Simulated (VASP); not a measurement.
Set up this calculation in VASP 6.6.1, as the native input.

* Task: single point
* Functional: PBE
* Potentials or basis: VASP PAW PBE potentials, release 64 (P)
* Cutoff: 500 eV
* k mesh: 22 × 22 × 12
* Occupations: gaussian, width 0.1 eV
* Spin: no spin polarisation
* Dipole correction: no
* Further INCAR settings: ALGO = Normal; EDIFF = 1e-06; NBANDS = 12

The structure of P lies in POSCAR:

```
P
1.0
    2.4472201107      0.0000000000      0.0000000000
    0.0000000000      2.4472201107      0.0000000000
    0.0000000000      0.0000000000      4.8799752509
P
2
Direct
    0.0000000000      0.0000000000      0.7499879951
    0.0000000000      0.0000000000      0.2500120049
```

This isn't the form of P at room conditions, which is orthorhombic.

The input as run:

INCAR

```
ALGO = Normal
EDIFF = 1E-6
ENCUT = 500
GGA = PE
GGA_COMPAT = False
ISIF = 2
ISMEAR = 0
LASPH = True
LCHARG = False
LREAL = False
LWAVE = False
NBANDS = 12
NELM = 120
PREC = Accurate
SIGMA = 0.1
```

KPOINTS

```
k-points
0
Gamma
  22 22 12
```

Potentials or basis: VASP PAW PBE potentials, release 64 (P).

Launch:

```sh
$ cat potpaw_PBE.64/P/POTCAR > POTCAR
$ mpirun -np 1 vasp_std > vasp.out
```

It gave:

| Property | Result |
| --- | --- |
| Pressure | -0.3 GPa |
| Band gap on the k mesh | zero (bands 5 and 6 overlap by 10.12 eV) |

Run time: 2.5 min on 1 thread of Intel Xeon 8259CL (shared host), peak memory 0.24 GiB.
